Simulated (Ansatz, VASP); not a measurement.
## SiC: VASP beside Ansatz

```
CELL_PARAMETERS angstrom
3.05068 -0.03076 -0.00852
-1.55198 2.68809 0.01705
-0.01398 0.02423 5.03594
ATOMIC_POSITIONS crystal
Si 0.34022 0.70427 0.02007
Si 0.65978 0.36405 0.52007
C 0.31631 0.62399 0.36493
C 0.68369 0.30768 0.86493
```

Alike in both runs: task single point; functional PBE; k mesh 12 × 12 × 6; occupations gaussian, width 0.02 eV; no spin polarisation.

|  | VASP | Ansatz |
| --- | --- | --- |
| version | VASP 6.6.1 | Ansatz 0.2.0 |
| potentials or method | VASP PAW PBE potentials, release 64 (Si, C), cutoff 520 eV | scalar-relativistic, plane waves, PAW |
| valence electrons in the cell | 16 | 16 |

|  | VASP | Ansatz | Ansatz less VASP |
| --- | --- | --- | --- |
| gap on the k mesh at the Fermi level (eV) | 0.82 | 0.83 | +0.005 |
| least direct gap on the mesh (eV) | 3.03 | 3.03 | +0.006 |
| pressure (GPa) | 12.3 | 12.4 | +0.09 |
| traceless stress, the component that is largest in VASP (GPa) | 13.23 | 13.24 | +0.017 |
| rms of the force components (eV/Å) | 2.234 | 2.233 | -0.0003 |

Atom by atom the forces differ by 0.002 eV/Å (rms over components). Ansatz's warnings: near symmetry operations not taken.
